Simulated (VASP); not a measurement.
# V (I4_1/amd) in VASP: a series of runs

V is run at these levels: PBE; tasks: single point.

Program: VASP 6.6.1. These are calculated values, not measurements. Logs are shortened: lines on timing, memory, paths and dates and some standing lists are left out, and cuts for length are marked.

**1. The cell of the first run**

The structure is tetragonal, space group I4_1/amd (No. 141). The conventional cell has a = 4.659 Å, b = 4.659 Å, c = 2.586 Å, α = 90.00°, β = 90.00°, γ = 90.00°. V (site symmetry -4m2) has 10 V at 2.42 to 3.03 Å within 3.2 Å.

**2. Single point, PBE**

Input file INCAR:

```
SYSTEM = V
PREC = Accurate ; ENCUT = 520
EDIFF = 1E-6 ; ISMEAR = -1
SIGMA = 0.1 ; LREAL = .False.
LASPH = .True. ; NELM = 80
ALGO = Normal ; ISIF = 2
LWAVE = .False. ; LCHARG = .True.
GGA = PE ; LELF = .True.
LVHAR = .True. ; NBANDS = 20
```

Input file KPOINTS:

```
regular mesh
0
Gamma
  17 17 17
  0 0 0
```

Input file POSCAR:

```
V
1.0
   -2.3292822858      2.3292822858      1.2930401303
    2.3292822858     -2.3292822858      1.2930401303
    2.3292822858      2.3292822858     -1.2930401303
V
2
Direct
   -0.3750000000     -0.1250000000     -0.2500000000
    0.3750000000      0.1250000000      0.2500000000
```

Potentials or basis: VASP PAW PBE potentials, release 64 (V_sv).

Command:

```console
cat potpaw_PBE.64/V_sv/POTCAR > POTCAR
mpirun -np 1 vasp_std > vasp.out
```

OUTCAR:

```text
SYSTEM = V
   PREC = Accurate
   ENCUT = 520
   EDIFF = 1E-6
   ISMEAR = -1
   LREAL = .False.
   LASPH = .True.
   NELM = 80
   ISIF = 2
   GGA = PE

 ion  position               nearest neighbor table
   1  0.625  0.875  0.750-   2 2.42   2 2.42   2 2.42   2 2.42
   2  0.375  0.125  0.250-   1 2.42   1 2.42   1 2.42   1 2.42

  LATTYP: Found a body centered tetragonal cell.
 ALAT       =     4.6585645716
 C/A-ratio  =     0.5551238414

  Lattice vectors:

 A1 = (  -2.3292822858,   2.3292822858,   1.2930401303)
 A2 = (   2.3292822858,  -2.3292822858,   1.2930401303)
 A3 = (   2.3292822858,   2.3292822858,  -1.2930401303)

Analysis of symmetry for initial positions (statically):
=====================================================================
 Subroutine PRICEL returns:
 Original cell was already a primitive cell.

 Routine SETGRP: Setting up the symmetry group for a
 body centered tetragonal supercell.

 Subroutine GETGRP returns: Found 16 space group operations
 (whereof  4 operations were pure point group operations)
 out of a pool of 16 trial point group operations.

The static configuration has the point symmetry C_2h.
 The point group associated with its full space group is D_4h.

Analysis of symmetry for dynamics (positions and initial velocities):
=====================================================================
 Subroutine PRICEL returns:
 Original cell was already a primitive cell.

 Routine SETGRP: Setting up the symmetry group for a
 body centered tetragonal supercell.

 Subroutine GETGRP returns: Found 16 space group operations
 (whereof  4 operations were pure point group operations)
 out of a pool of 16 trial point group operations.

The dynamic configuration has the point symmetry C_2h.
 The point group associated with its full space group is D_4h.

 Subroutine INISYM returns: Found 16 space group operations
 (whereof  4 operations are pure point group operations),
 and found     1 'primitive' translations

----------------------------------------------------------------------------------------

                                     Primitive cell

  volume of cell :      28.0618

  direct lattice vectors                    reciprocal lattice vectors
[... 79 lines left out ...]
   ISTART =      0    job   : 0-new  1-cont  2-samecut
   ICHARG =      2    charge: 1-file 2-atom 10-const
   ISPIN  =      1    spin polarized calculation?
   LNONCOLLINEAR =      F non collinear calculations
   LSORBIT =      F    spin-orbit coupling
   LASPH  =      T    aspherical Exc in radial PAW
   ENCUT  =  520.0 eV  38.22 Ry    6.18 a.u.   6.58  6.58  6.58*2*pi/ulx,y,z
   NELM   =     80;   NELMIN=  2; NELMDL= -5     # of ELM steps
   EDIFF  = 0.1E-05   stopping-criterion for ELM
   LREAL  =      F    real-space projection
   EDIFFG = 0.1E-04   stopping-criterion for IOM
   NSW    =      0    number of steps for IOM
   IBRION =     -1    ionic relax: 0-MD 1-quasi-New 2-CG
   NFREE  =      0    steps in history (QN), initial steepest desc. (CG)
   ISIF   =      2    stress and relaxation
   ISYM   =      2    0-nonsym 1-usesym 2-fastsym
   POTIM  = 0.5000    time-step for ionic-motion
   TEBEG  =    0.0;   TEEND  =   0.0 temperature during run
   PSTRESS=    0.0 pullay stress
   NELECT =      26.0000    total number of electrons
   NUPDOWN=      -1.0000    fix difference up-down
   EMIN   =  10.00;   EMAX   =-10.00  energy-range for DOS
   EFERMI =   0.00;   METHOD = LEGACY
   ISMEAR =    -1;   SIGMA  =   0.10  broadening in eV -4-tet -1-fermi 0-gaus
   EFERMI_NEDOS =   21; number of points for ismear=-14 and -15
   IALGO  =     38    algorithm
   IMIX   =      4    mixing-type and parameters
     AMIX     =   0.40;   BMIX     =  1.00
     AMIX_MAG =   1.60;   BMIX_MAG =  1.00
  volume/ion in A,a.u.               =      14.03        94.69
  Fermi-wavevector in a.u.,A,eV,Ry     =   1.595979  3.015963 34.656070  2.547149
  Thomas-Fermi vector in A             =   2.693813
   LORBIT       =      0    0 simple, 1 ext, 2 COOP (PROOUT), +10 PAW based schemes
   GGA     = PE    functional components
   LHFCALC =     F    Hartree Fock is set to
   AEXX    =    0.0000 exact exchange contribution
   IVDW    =     0    specifies the selected vdW correction
   LEPSILON=     F    determine dielectric tensor
   LRPA    =     F    only Hartree local field effects (RPA)
 non-spin polarized calculation
  energy-cutoff  :      520.00
  volume of cell :       28.06
 maximum number of plane-waves:       777
   NGX = 13   NGY = 13   NGZ = 13

 number of electron      25.9999992 magnetization

 Free energy of the ion-electron system (eV)
  ---------------------------------------------------
  ext. energy  EPLUGINS =         0.00000000
  ---------------------------------------------------
  free energy    TOTEN  =       -17.08140651 eV

  energy without entropy =      -17.00304786  energy(sigma->0) =      -17.04222718

 E-fermi :   9.5323     XC(G=0): -12.6095

 val. band max:        9.5321453078   @ k =  -0.4118  -0.4118   0.2353
 cond. band min:       9.5342913565   @ k =  -0.1765   0.4706   0.1176
 fundamental gap:      0.0021460486
 Fermi energy:         9.5322905338

 k-point     1 :       0.0000    0.0000    0.0000
  band No.  band energies     occupation
      1     -54.4889      2.00000
      2     -54.1025      2.00000
      3     -28.6456      2.00000
      4     -28.6456      2.00000
      5     -27.7885      2.00000
      6     -27.7746      2.00000
[... 541 lines left out ...]
     19      13.4585      0.00000
     20      16.4949      0.00000

 [... further k-points ...]

------------------------ aborting loop because EDIFF is reached ----------------------------------------

  FORCE on cell =-STRESS in cart. coord.  units (eV):
  Direction    XX          YY          ZZ          XY          YZ          ZX
  --------------------------------------------------------------------------------------
  -------------------------------------------------------------------------------------
  Total        0.0271558      0.0271558      0.0013596     -0.0000000      0.0000000      0.0000000
  in kB        1.5504477      1.5504477      0.0776246     -0.0000000      0.0000000      0.0000000
  external PRESSURE =       1.0595067 kB  Pullay stress =       0.0000000 kB

 VOLUME and BASIS-vectors are now :
 -----------------------------------------------------------------------------
  energy-cutoff  :      520.00
  volume of cell :       28.06
      direct lattice vectors                 reciprocal lattice vectors
    -2.329282286  2.329282286  1.293040130     0.000000000  0.214658396  0.386685601
     2.329282286 -2.329282286  1.293040130     0.214658396  0.000000000  0.386685601
     2.329282286  2.329282286 -1.293040130     0.214658396  0.214658396  0.000000000

 POSITION                                       TOTAL-FORCE (eV/Angst)
 -----------------------------------------------------------------------------------
      2.32928      1.16464      0.96978         0.000000     -0.000000      0.000000
     -0.00000      1.16464      0.32326        -0.000000      0.000000     -0.000000
 -----------------------------------------------------------------------------------
    total drift:                                0.000000      0.000000     -0.000000

  FREE ENERGIE OF THE ION-ELECTRON SYSTEM (eV)
  ---------------------------------------------------
  free  energy   TOTEN  =       -17.0814065061 eV

  energy  without entropy=      -17.0030478612  energy(sigma->0) =      -17.04222718
```

stdout:

```text
POSCAR found type information on POSCAR V
 POSCAR found :  1 types and       2 ions
 scaLAPACK will be used
 LDA part: xc-table for (Slater+PW92), standard interpolation
 POSCAR, INCAR and KPOINTS ok, starting setup
 FFT: planning ... GRIDC
 FFT: planning ... GRID_SOFT
 FFT: planning ... GRID
 WAVECAR not read
 entering main loop
```

Run time: 90 s. Hardware: 1 thread of Intel Xeon 6975P-C (Granite Rapids), shared host; peak memory 0.3 GiB.

What came out:

| Item | Value |
| --- | --- |
| Free energy | -17.0814 eV |
| Pressure | 0.1 GPa |
| Band gap on the k mesh | zero (bands 13 and 14 overlap by 0.90 eV) |

Stress tensor (GPa, compression positive):
```
0.16 0.00 0.00
0.00 0.16 0.00
0.00 0.00 0.01
```

Levels at points of the mesh, in eV from the Fermi level:
| k point | band 9 | band 10 | band 11 | band 12 | band 13 | band 14 | band 15 | band 16 | band 17 | band 18 |
| --- | --- | --- | --- | --- | --- | --- | --- | --- | --- | --- |
| (0.00, 0.00, 0.00) | -6.69 | -3.67 | -1.87 | -1.35 | -0.69 | 1.85 | 1.85 | 1.90 | 1.90 | 3.53 |

**3. Single point, PBE**

Input file INCAR:

```
SYSTEM = V
PREC     = Accurate       ! precision mode
ENCUT    = 520            ! plane-wave cutoff, eV
EDIFF    = 1E-7           ! SCF threshold, eV
ISMEAR   = -1             ! smearing method
SIGMA    = 0.1            ! smearing width, eV
LREAL    = .FALSE.        ! projectors in reciprocal space
LASPH    = .TRUE.         ! aspherical terms in the spheres
NELM     = 60             ! most SCF steps
ALGO     = Normal         ! electronic algorithm
ISIF     = 2              ! what is computed and relaxed
LWAVE    = .FALSE.        ! write WAVECAR
LCHARG   = .FALSE.        ! write CHGCAR
GGA      = PE             ! functional
NBANDS   = 20             ! bands
```

Input file KPOINTS:

```
Automatic mesh
0
G
  17 17 17
  0 0 0
```

Input file POSCAR:

```
V
1.0
   -2.3290526897      2.3290526897      1.2928939404
    2.3290526897     -2.3290526897      1.2928939404
    2.3290526897      2.3290526897     -1.2928939404
V
2
Direct
   -0.3750000000     -0.1250000000     -0.2500000000
    0.3750000000      0.1250000000      0.2500000000
```

Potentials or basis: VASP PAW PBE potentials, release 64 (V_sv).

Command:

```console
cat potpaw_PBE.64/V_sv/POTCAR > POTCAR
mpirun -np 1 vasp_std > vasp.out
```

Run time: 93 s. Hardware: 1 thread of Intel Xeon 6975P-C (Granite Rapids), shared host; peak memory 0.3 GiB.

The run converged. Its results:

| Property | Result |
| --- | --- |
| Free energy | -17.0814 eV |
| Pressure | 0.2 GPa |
| Band gap on the k mesh | zero (bands 13 and 14 overlap by 0.90 eV) |

Stress tensor (GPa, compression positive):
```
0.22 0.00 0.00
0.00 0.22 0.00
0.00 0.00 0.08
```

Levels at points of the mesh, in eV from the Fermi level:
```csv
k point,band 9,band 10,band 11,band 12,band 13,band 14,band 15,band 16,band 17,band 18
"(0.00, 0.00, 0.00)",-6.69,-3.67,-1.87,-1.35,-0.69,1.86,1.86,1.90,1.90,3.53
```
